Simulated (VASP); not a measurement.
Write the native input for VASP 6.6.1 that does the following.

| Item | Value |
| --- | --- |
| Task | relaxation of cell and atoms |
| Functional | PBE |
| Potentials or basis | VASP PAW PBE potentials, release 64 (Nd_3, Ag, O), 4f in core |
| Cutoff | 600 eV |
| k mesh | 10 × 10 × 8 |
| Occupations | gaussian, width 0.1 eV |
| Spin | no spin polarisation |
| Dipole correction | no |
| Further INCAR settings | ALGO = Normal; EDIFF = 1e-07; IBRION = 2; EDIFFG = -0.01; NSW = 100; ISIF = 3 |

The structure of NdAgO4 lies in POSCAR:

```
NdAgO4
1.0
    2.6370410590     -3.0058781808      0.0000000000
    2.6370410590      3.0058781808      0.0000000000
    0.0000000000      0.0000000000      5.0297760445
Nd Ag O
1 1 4
Direct
    0.0000000000      0.0000000000      0.0000000000
    0.5000000000      0.5000000000      0.5000000000
    0.6198310983      0.3801689017      0.0000000000
    0.3801689017      0.6198310983      0.0000000000
    0.5000000000      0.0000000000      0.5000000000
    0.0000000000      0.5000000000      0.5000000000
```

The cell was generated, and may not be a known phase.

The input as run:

INCAR

```
  PREC = Accurate
  ENCUT = 600
  EDIFF = 1E-7
  ISMEAR = 0
  SIGMA = 0.1
  LREAL = False
  LASPH = True
  NELM = 200
  ALGO = Normal
  ISIF = 3
  LWAVE = False
  LCHARG = False
  GGA = PE
  IBRION = 2
  NSW = 100
  EDIFFG = -0.01
  GGA_COMPAT = False
  NELMIN = 4
  LMAXMIX = 6
```

KPOINTS

```
Automatic mesh
0
Gamma
  10 10 8
```

Potentials or basis: VASP PAW PBE potentials, release 64 (Nd_3, Ag, O), 4f in core.

Launch:

```console
$ cat potpaw_PBE.64/Nd_3/POTCAR potpaw_PBE.64/Ag/POTCAR potpaw_PBE.64/O/POTCAR > POTCAR
$ mpirun -np 1 vasp_std > vasp.out
```

Results of the run:

* Relaxed volume: 13.33 Å³/atom
* Relaxed cell: a = 3.990 Å, b = 3.990 Å, c = 5.072 Å, α = 90.00°, β = 90.00°, γ = 97.97°
* Space group after relaxing (to 0.1 Å): Cmmm (No. 65)
* Energy gained by relaxing: 0.3 meV/atom
* Ionic steps: 13
* Pressure after relaxing: 0.0 GPa
* Largest force after relaxing: 0.005 eV/Å
* Band gap on the k mesh: zero (bands 23 and 24 overlap by 0.69 eV)

Caveat: spin-orbit coupling is left out, which moves the levels of the heavy elements; the 4f electrons are frozen in the core, so they carry no moment and show no levels; the run has no spin polarisation, though such a crystal can be magnetic.

Wall time 16 min on 1 thread of Intel(R) Xeon(R) 6975P-C (Granite Rapids), on a shared host, peak memory 0.53 GiB.
